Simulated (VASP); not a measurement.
# SrCl2 (Fm-3m) in VASP: notebook

Runs on SrCl2. Level: PBEsol. Tasks: single point, relaxation of cell and atoms.

Everything below comes from runs of VASP 6.6.1. Logs are shortened: lines on timing, memory, paths and dates and some standing lists are left out, and cuts for length are marked.

## 1. The cell of the first run

Symmetry: Fm-3m, No. 225, cubic system. The conventional cell has a = 6.392 Å, b = 6.392 Å, c = 6.392 Å, α = 90.00°, β = 90.00°, γ = 90.00°. Within 3.6 Å of Sr (site symmetry m-3m) lie 8 Cl at 2.77 Å. Within 3.6 Å of Cl (site symmetry -43m) lie 4 Sr at 2.77 Å and 6 Cl at 3.20 Å.

## 2. Single point, PBEsol

INCAR reads:

```
ALGO     = Normal         # electronic algorithm
EDIFF    = 1E-6           # SCF threshold, eV
ENCUT    = 520            # plane-wave cutoff, eV
GGA      = PS             # functional
ISIF     = 2              # what is computed and relaxed
ISMEAR   = 0              # smearing method
LASPH    = True           # aspherical terms in the spheres
LCHARG   = False          # write CHGCAR
LREAL    = False          # projectors in reciprocal space
LWAVE    = False          # write WAVECAR
NBANDS   = 19             # bands
NELM     = 60             # most SCF steps
PREC     = Accurate       # precision mode
SIGMA    = 0.01           # smearing width, eV
```

KPOINTS reads:

```
k-points
0
Gamma
  6 6 6
```

POSCAR reads:

```
SrCl2
1.0
    3.1959708365      3.1959708365      0.0000000000
   -3.1959708365      3.1959708365      0.0000000000
    0.0000000000      3.1959708365      3.1959708365
Sr Cl
1 2
Direct
    0.0000000000      0.0000000000      0.0000000000
    0.2500000000      0.7500000000      0.5000000000
    0.7500000000      0.2500000000      0.5000000000
```

Potentials or basis: VASP PAW PBE potentials, release 64 (Sr_sv, Cl).

Started as:

```console
> cat potpaw_PBE.64/Sr_sv/POTCAR potpaw_PBE.64/Cl/POTCAR > POTCAR
> mpirun -np 1 vasp_std > vasp.out
```

OUTCAR:

```text
EDIFF = 1E-6
   ENCUT = 520
   GGA = PS
   ISIF = 2
   ISMEAR = 0
   LASPH = True
   LREAL = False
   NELM = 60
   PREC = Accurate

 ion  position               nearest neighbor table
   1  0.000  0.000  0.000-   3 2.77   2 2.77   2 2.77   3 2.77   2 2.77   3 2.77   3 2.77   2 2.77

   2  0.250  0.750  0.500-   1 2.77   1 2.77   1 2.77   1 2.77
   3  0.750  0.250  0.500-   1 2.77   1 2.77   1 2.77   1 2.77

  LATTYP: Found a face centered cubic cell.
 ALAT       =     6.3919416730

  Lattice vectors:

 A1 = (   0.0000000000,   3.1959708365,   3.1959708365)
 A2 = (   3.1959708365,   0.0000000000,   3.1959708365)
 A3 = (   3.1959708365,   3.1959708365,   0.0000000000)

Analysis of symmetry for initial positions (statically):
=====================================================================
 Subroutine PRICEL returns:
 Original cell was already a primitive cell.

 Routine SETGRP: Setting up the symmetry group for a
 face centered cubic supercell.

 Subroutine GETGRP returns: Found 48 space group operations
 (whereof 48 operations were pure point group operations)
 out of a pool of 48 trial point group operations.

The static configuration has the point symmetry O_h .

Analysis of symmetry for dynamics (positions and initial velocities):
=====================================================================
 Subroutine PRICEL returns:
 Original cell was already a primitive cell.

 Routine SETGRP: Setting up the symmetry group for a
 face centered cubic supercell.

 Subroutine GETGRP returns: Found 48 space group operations
 (whereof 48 operations were pure point group operations)
 out of a pool of 48 trial point group operations.

The dynamic configuration has the point symmetry O_h .

 Subroutine INISYM returns: Found 48 space group operations
 (whereof 48 operations are pure point group operations),
 and found     1 'primitive' translations

----------------------------------------------------------------------------------------

                                     Primitive cell

  volume of cell :      65.2888

  direct lattice vectors                    reciprocal lattice vectors
     3.195970836  3.195970836  0.000000000     0.156446985  0.156446985 -0.156446985
    -3.195970836  3.195970836  0.000000000    -0.156446985  0.156446985 -0.156446985
     0.000000000  3.195970836  3.195970836     0.000000000  0.000000000  0.312893969

  length of vectors
     4.519785302  4.519785302  4.519785302     0.270974126  0.270974126  0.312893969

  position of ions in fractional coordinates (direct lattice)
     0.000000000  0.000000000  0.000000000
     0.250000000  0.750000000  0.500000000
     0.750000000  0.250000000  0.500000000

  ion indices of the primitive-cell ions
   primitive index   ion index
                 1           1
                 2           2
                 3           3

----------------------------------------------------------------------------------------

 KPOINTS: k-points

Automatic generation of k-mesh.
 Grid dimensions read from file:
 generate k-points for:    6    6    6

 Generating k-lattice:

  Cartesian coordinates                     Fractional coordinates (reciprocal lattice)
     0.026074497  0.026074497 -0.026074497     0.166666667  0.000000000  0.000000000
    -0.026074497  0.026074497 -0.026074497     0.000000000  0.166666667  0.000000000
     0.000000000  0.000000000  0.052148995     0.000000000  0.000000000  0.166666667

  Length of vectors
     0.045162354  0.045162354  0.052148995

  Shift w.r.t. Gamma in fractional coordinates (k-lattice)
     0.000000000  0.000000000  0.000000000

 Subroutine IBZKPT returns following result:
 ===========================================

 Found     16 irreducible k-points:

 Following reciprocal coordinates:
            Coordinates               Weight
  0.000000  0.000000  0.000000      1.000000
  0.166667  0.000000  0.000000      8.000000
  0.333333  0.000000  0.000000      8.000000
  0.500000  0.000000  0.000000      4.000000
  0.166667  0.166667  0.000000     12.000000
  0.333333  0.166667  0.000000     24.000000
[... 8 lines left out ...]
  0.500000  0.333333  0.166667     24.000000
  0.500000  0.500000  0.166667     12.000000
   k-points           NKPTS =     16   k-points in BZ     NKDIM =     16   number of bands    NBANDS=     19
   number of dos      NEDOS =    301   number of ions     NIONS =      3
   total plane-waves  NPLWV =  46656
   dimension x,y,z NGX =    36 NGY =   36 NGZ =   36
   dimension x,y,z NGXF=    72 NGYF=   72 NGZF=   72
   ions per type =               1   2
   NGX,Y,Z   is equivalent  to a cutoff of  13.24, 13.24, 13.24 a.u.
   NGXF,Y,Z  is equivalent  to a cutoff of  26.48, 26.48, 26.48 a.u.
 SYSTEM =  unknown system
   PREC   = accura    normal or accurate (medium, high low for compatibility)
   ISTART =      0    job   : 0-new  1-cont  2-samecut
   ICHARG =      2    charge: 1-file 2-atom 10-const
   ISPIN  =      1    spin polarized calculation?
   LNONCOLLINEAR =      F non collinear calculations
   LSORBIT =      F    spin-orbit coupling
   LASPH  =      T    aspherical Exc in radial PAW
   ENCUT  =  520.0 eV  38.22 Ry    6.18 a.u.   8.40  8.40  8.40*2*pi/ulx,y,z
   NELM   =     60;   NELMIN=  2; NELMDL= -5     # of ELM steps
   EDIFF  = 0.1E-05   stopping-criterion for ELM
   LREAL  =      F    real-space projection
   EDIFFG = 0.1E-04   stopping-criterion for IOM
   NSW    =      0    number of steps for IOM
   IBRION =     -1    ionic relax: 0-MD 1-quasi-New 2-CG
   NFREE  =      0    steps in history (QN), initial steepest desc. (CG)
   ISIF   =      2    stress and relaxation
   ISYM   =      2    0-nonsym 1-usesym 2-fastsym
   POTIM  = 0.5000    time-step for ionic-motion
   TEBEG  =    0.0;   TEEND  =   0.0 temperature during run
   PSTRESS=    0.0 pullay stress
   NELECT =      24.0000    total number of electrons
   NUPDOWN=      -1.0000    fix difference up-down
   EMIN   =  10.00;   EMAX   =-10.00  energy-range for DOS
   EFERMI =   0.00;   METHOD = LEGACY
   ISMEAR =     0;   SIGMA  =   0.01  broadening in eV -4-tet -1-fermi 0-gaus
   EFERMI_NEDOS =   21; number of points for ismear=-14 and -15
   IALGO  =     38    algorithm
   IMIX   =      4    mixing-type and parameters
     AMIX     =   0.40;   BMIX     =  1.00
     AMIX_MAG =   1.60;   BMIX_MAG =  1.00
  volume/ion in A,a.u.               =      21.76       146.86
  Fermi-wavevector in a.u.,A,eV,Ry     =   1.172733  2.216144 18.712126  1.375302
  Thomas-Fermi vector in A             =   2.309157
   LORBIT       =      0    0 simple, 1 ext, 2 COOP (PROOUT), +10 PAW based schemes
   GGA     = PS    functional components
   LHFCALC =     F    Hartree Fock is set to
   AEXX    =    0.0000 exact exchange contribution
   IVDW    =     0    specifies the selected vdW correction
   LEPSILON=     F    determine dielectric tensor
   LRPA    =     F    only Hartree local field effects (RPA)
 non-spin polarized calculation
 Gauss-broadening in eV      SIGMA  =   0.01
  energy-cutoff  :      520.00
  volume of cell :       65.29
 maximum number of plane-waves:      1807
 NGX is ok and might be reduce to    36
   NGX = 17   NGY = 17   NGZ = 17

 number of electron      23.9999997 magnetization

 Free energy of the ion-electron system (eV)
  ---------------------------------------------------
  ext. energy  EPLUGINS =         0.00000000
  ---------------------------------------------------
  free energy    TOTEN  =       -12.66107318 eV

  energy without entropy =      -12.66107318  energy(sigma->0) =      -12.66107318

 E-fermi :   2.1657     XC(G=0):  -9.7106

 val. band max:        2.1220252989   @ k =   0.5000   0.5000   0.0000
 cond. band min:       7.1481658752   @ k =   0.5000   0.5000   0.0000
 fundamental gap:      5.0261405763
 Fermi energy:         2.1657337630

 k-point     1 :       0.0000    0.0000    0.0000
  band No.  band energies     occupation
      1     -30.0150      2.00000
      2     -12.1874      2.00000
      3     -12.1874      2.00000
      4     -12.1874      2.00000
      5     -12.1758      2.00000
      6     -10.6254      2.00000
[... 11 lines left out ...]
     18      11.3858      0.00000
     19      12.9946      0.00000

 k-point     2 :       0.1667    0.0000    0.0000
  band No.  band energies     occupation
      1     -30.0107      2.00000
      2     -12.8246      2.00000
      3     -12.2005      2.00000
      4     -12.2005      2.00000
      5     -11.4664      2.00000
      6     -10.7109      2.00000
[... 11 lines left out ...]
     18      11.3374      0.00000
     19      13.2219      0.00000

 k-point     3 :       0.3333    0.0000    0.0000
  band No.  band energies     occupation
      1     -30.0021      2.00000
      2     -13.2153      2.00000
      3     -12.2264      2.00000
      4     -12.2264      2.00000
      5     -11.3825      2.00000
      6     -10.3819      2.00000
[... 11 lines left out ...]
     18      11.4905      0.00000
     19      12.5164      0.00000

 k-point     4 :       0.5000    0.0000    0.0000
  band No.  band energies     occupation
      1     -29.9977      2.00000
      2     -13.3405      2.00000
      3     -12.2392      2.00000
      4     -12.2392      2.00000
      5     -11.5076      2.00000
      6     -10.0954      2.00000
[... 231 lines left out ...]
     18      12.1735      0.00000
     19      13.0414      0.00000

 k-point    15 :       0.5000    0.3333    0.1667
  band No.  band energies     occupation
      1     -29.9935      2.00000
      2     -13.1592      2.00000
      3     -12.9463      2.00000
      4     -12.2894      2.00000
      5     -10.6417      2.00000
      6     -10.3579      2.00000
[... 11 lines left out ...]
     18      12.6688      0.00000
     19      12.8086      0.00000

 k-point    16 :       0.5000    0.5000    0.1667
  band No.  band energies     occupation
      1     -29.9920      2.00000
      2     -13.3262      2.00000
      3     -12.7815      2.00000
      4     -12.3160      2.00000
      5     -10.7600      2.00000
      6     -10.1989      2.00000
[... 11 lines left out ...]
     18      12.9358      0.00000
     19      13.1932      0.00000

------------------------ aborting loop because EDIFF is reached ----------------------------------------

  FORCE on cell =-STRESS in cart. coord.  units (eV):
  Direction    XX          YY          ZZ          XY          YZ          ZX
  --------------------------------------------------------------------------------------
  -------------------------------------------------------------------------------------
  Total        6.2842265      6.2842265      6.2842265      0.0000000     -0.0000000      0.0000000
  in kB      154.2140690    154.2140690    154.2140690      0.0000000     -0.0000000      0.0000000
  external PRESSURE =     154.2140690 kB  Pullay stress =       0.0000000 kB

 VOLUME and BASIS-vectors are now :
 -----------------------------------------------------------------------------
  energy-cutoff  :      520.00
  volume of cell :       65.29
      direct lattice vectors                 reciprocal lattice vectors
     3.195970836  3.195970836  0.000000000     0.156446985  0.156446985 -0.156446985
    -3.195970836  3.195970836  0.000000000    -0.156446985  0.156446985 -0.156446985
     0.000000000  3.195970836  3.195970836     0.000000000  0.000000000  0.312893969

 POSITION                                       TOTAL-FORCE (eV/Angst)
 -----------------------------------------------------------------------------------
      0.00000      0.00000      0.00000        -0.000000     -0.000000      0.000000
     -1.59799      4.79396      1.59799         0.000000      0.000000      0.000000
      1.59799      4.79396      1.59799         0.000000     -0.000000      0.000000
 -----------------------------------------------------------------------------------
    total drift:                                0.000000      0.000000      0.000000

  FREE ENERGIE OF THE ION-ELECTRON SYSTEM (eV)
  ---------------------------------------------------
  free  energy   TOTEN  =       -12.6610731814 eV

  energy  without entropy=      -12.6610731814  energy(sigma->0) =      -12.66107318
```

It took 27 s on 1 thread of Intel Xeon Platinum 8375C at 2.90GHz (Ice Lake), shared host; peak memory 0.2 GiB.

Results:

* Free energy: -12.6611 eV
* Pressure: 15.4 GPa
* Band gap on the k mesh: 5.03 eV, direct

Caveat: the PAW data sets were made with another functional, which shifts forces and pressure a little.

## 3. Relaxation of cell and atoms, PBEsol, target pressure 15 GPa, at which the enthalpy is minimised

This run uses another cell than the first one, of 27.50 Å³/atom, 1.264 times its volume.

INCAR reads:

```
PREC = Accurate
ENCUT = 600
EDIFF = 1E-6
ISMEAR = 0
SIGMA = 0.01
LREAL = False
LASPH = True
NELM = 80
ALGO = Normal
ISIF = 3
LWAVE = False
LCHARG = False
GGA = PS
IBRION = 2
NSW = 100
EDIFFG = -0.002
PSTRESS = 150.0
```

KPOINTS reads:

```
Automatic mesh
0
Gamma
  6 6 6
```

POSCAR reads:

```
SrCl2
1.0
    3.4553208695      3.4553208695      0.0000000000
   -3.4553208695      3.4553208695      0.0000000000
    0.0000000000      3.4553208695      3.4553208695
Sr Cl
1 2
Direct
    0.0000000000      0.0000000000      0.0000000000
    0.2500000000      0.7500000000      0.5000000000
    0.7500000000      0.2500000000      0.5000000000
```

Potentials or basis: VASP PAW PBE potentials, release 64 (Sr_sv, Cl).

Started as:

```console
> cat potpaw_PBE.64/Sr_sv/POTCAR potpaw_PBE.64/Cl/POTCAR > POTCAR
> mpirun -np 1 vasp_std > vasp.out
```

Run time: 2.1 min. Hardware: 1 thread of Intel Xeon Platinum 8375C at 2.90GHz (Ice Lake), shared host; peak memory 0.25 GiB.

Results (log left out):

* Free energy: -12.6936 eV
* Relaxed volume: 21.87 Å³/atom
* Relaxed cell: a = 4.527 Å, b = 4.527 Å, c = 4.527 Å, α = 60.00°, β = 60.00°, γ = 90.00°
* Space group after relaxing (to 0.05 Å): Fm-3m (No. 225)
* Energy change on relaxing (the enthalpy is what falls): +216.4 meV/atom
* Ionic steps: 4
* Pressure after relaxing: 15.0 GPa
* Band gap on the k mesh: 5.04 eV, direct

Step by step:
| step | energy change (eV) | largest force (eV/Å) | pressure (GPa) | volume (Å³) |
| --- | --- | --- | --- | --- |
| 1 | 0.0000 | 0.0000 | 0.13 | 82.51 |
| 2 | 2.1834 | 0.0000 | 36.92 | 55.63 |
| 3 | 0.6209 | 0.0000 | 14.53 | 65.92 |
| 4 | 0.6492 | 0.0000 | 14.99 | 65.61 |

Final structure:
```
Sr Cl
1.0
     3.20126    3.20126    0.00000
    -3.20126    3.20126    0.00000
     0.00000    3.20126    3.20126
Sr Cl
1 2
Direct
  0.00000 0.00000 0.00000
  0.25000 0.75000 0.50000
  0.75000 0.25000 0.50000
```

Levels at points of the mesh, in eV from the valence-band top:
| k point | band 8 | band 9 | band 10 | band 11 | band 12 | band 13 | band 14 | band 15 | band 16 |
| --- | --- | --- | --- | --- | --- | --- | --- | --- | --- |
| (0.00, 0.00, 0.00) | -3.27 | -3.27 | -0.46 | -0.46 | -0.46 | 5.60 | 5.60 | 6.11 | 9.26 |
| (0.50, 0.00, 0.00) | -2.50 | -2.05 | -1.87 | -1.43 | -1.43 | 6.59 | 6.59 | 7.86 | 8.21 |
| (0.50, 0.50, 0.00) | -2.54 | -2.54 | -0.68 | -0.68 | 0.00 | 5.04 | 7.56 | 7.97 | 8.57 |

Caveat: the cell is relaxed towards a set pressure, so the enthalpy falls and the energy may rise; the volume moved by over 15 % at a fixed basis, so the end points are rough; the PAW data sets were made with another functional, which shifts forces and pressure a little. A k mesh can miss the band edges.
